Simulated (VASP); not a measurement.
Write the native input for VASP 6.6.1 that does the following.

| Property | Result |
| --- | --- |
| Task | single point |
| Functional | PBE |
| Potentials or basis | VASP PAW PBE potentials, release 64 (Al, B, As) |
| Cutoff | 520 eV |
| k mesh | 6 × 6 × 1 |
| Occupations | gaussian, width 0.1 eV |
| Spin | no spin polarisation |
| Dipole correction | no |
| Further INCAR settings | ALGO = Normal; EDIFF = 1e-06; NBANDS = 36 |

The structure of AlB2As3 lies in POSCAR:

```
AlB2As3
1.0
    3.5816515026      0.0000000000      0.0000000000
   -1.7908257513      3.1018011887      0.0000000000
    0.0000000000      0.0000000000     18.2341612690
Al B As
2 4 6
Direct
    0.3333333333      0.6666666667      0.0019359334
    0.6666666667      0.3333333333      0.5019359334
    0.3333333333      0.6666666667      0.3275116968
    0.3333333333      0.6666666667      0.6752158450
    0.6666666667      0.3333333333      0.1752158450
    0.6666666667      0.3333333333      0.8275116968
    0.3333333333      0.6666666667      0.1381733536
    0.3333333333      0.6666666667      0.4421663170
    0.3333333333      0.6666666667      0.7909968642
    0.6666666667      0.3333333333      0.2909968642
    0.6666666667      0.3333333333      0.6381733536
    0.6666666667      0.3333333333      0.9421663170
```

One way to write it, as run:

INCAR

```
ALGO = Normal ; EDIFF = 1E-6
ENCUT = 520 ; GGA = PE
ISIF = 2 ; ISMEAR = 0
LASPH = T ; LCHARG = F
LREAL = F ; LWAVE = F
NBANDS = 36 ; NELM = 60
PREC = Accurate ; SIGMA = 0.1
```

KPOINTS

```
k-points
0
Gamma
  6 6 1
```

Potentials or basis: VASP PAW PBE potentials, release 64 (Al, B, As).

Command:

```bash
$ cat potpaw_PBE.64/Al/POTCAR potpaw_PBE.64/B/POTCAR potpaw_PBE.64/As/POTCAR > POTCAR
$ mpirun -np 1 vasp_std > vasp.out
```

It gave:

```
Pressure               : 0.4 GPa
Largest force          : 0.037 eV/Å
Band gap on the k mesh : 0.16 eV (least direct gap 0.41 eV)
```

Caveat: an odd mesh through Γ misses points on the zone boundary, where band edges can lie.

Run time: 2.6 min on 1 thread of Intel Xeon 8259CL, with other jobs on the host, peak memory 0.33 GiB.
